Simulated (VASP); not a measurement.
Set up this calculation in VASP 6.6.1, as the native input.

| Item | Value |
| --- | --- |
| Task | single point |
| Functional | PBE |
| Dispersion | D3(BJ) |
| Potentials or basis | VASP PAW PBE potentials, release 64 (Mo_sv, S) |
| Cutoff | 520 eV |
| k mesh | 6 × 6 × 6 |
| Occupations | gaussian, width 0.1 eV |
| Spin | collinear spin, ferromagnetic start |
| Starting moments | [1.0, 0.0, 0.0] μB |
| Dipole correction | no |
| Further INCAR settings | ALGO = Normal; EDIFF = 1e-06; NBANDS = 24 |

The structure of MoS2 lies in POSCAR:

```
MoS2
1.0
    1.5815003568      0.9130796567      6.1233300000
   -1.5815003568      0.9130796567      6.1233300000
    0.0000000000     -1.8261593134      6.1233300000
Mo S
1 2
Direct
    0.0000000000      0.0000000000      0.0000000000
    0.7484000000      0.7484000000      0.7484000000
    0.5849000000      0.5849000000      0.5849000000
```

The input as run:

INCAR

```
SYSTEM = MoS2
PREC     = Accurate       ! precision mode
ENCUT    = 520            ! plane-wave cutoff, eV
EDIFF    = 1E-6           ! SCF threshold, eV
ISMEAR   = 0              ! smearing method
SIGMA    = 0.1            ! smearing width, eV
LREAL    = .FALSE.        ! projectors in reciprocal space
LASPH    = .TRUE.         ! aspherical terms in the spheres
NELM     = 150            ! most SCF steps
ALGO     = Normal         ! electronic algorithm
ISIF     = 2              ! what is computed and relaxed
LWAVE    = .FALSE.        ! write WAVECAR
LCHARG   = .FALSE.        ! write CHGCAR
ISPIN    = 2              ! spin polarisation
MAGMOM   = 1 0 0          ! initial moments
LORBIT   = 11             ! projections on sites
LMAXMIX  = 4              ! l up to which the mixer works
GGA      = PE             ! functional
IVDW     = 12             ! dispersion correction
NBANDS   = 24             ! bands
```

KPOINTS

```
Automatic mesh
0
G
  6 6 6
  0 0 0
```

Potentials or basis: VASP PAW PBE potentials, release 64 (Mo_sv, S).

Command:

```bash
$ cat potpaw_PBE.64/Mo_sv/POTCAR potpaw_PBE.64/S/POTCAR > POTCAR
$ mpirun -np 1 vasp_std > vasp.out
```

It gave:

```yaml
Pressure: 5.1 GPa
Largest_force: 1.283 eV/Å
Band_gap_on_the_k_mesh: 0.66 eV, indirect (least direct gap 1.63 eV)
Net_moment: 0.00 μB per cell
Valence_electrons_inside_the_program's_atomic_spheres: Mo 12.58; S 3.73
Dispersion_energy_per_atom: -0.428 eV
```

Caveat: forces of over 1 eV/Å act on the atoms, so gaps and moduli don't describe the material at rest.

Wall time 110 s on 1 thread of Intel(R) Xeon(R) 6975P-C (Granite Rapids) (shared host), peak memory 0.42 GiB.
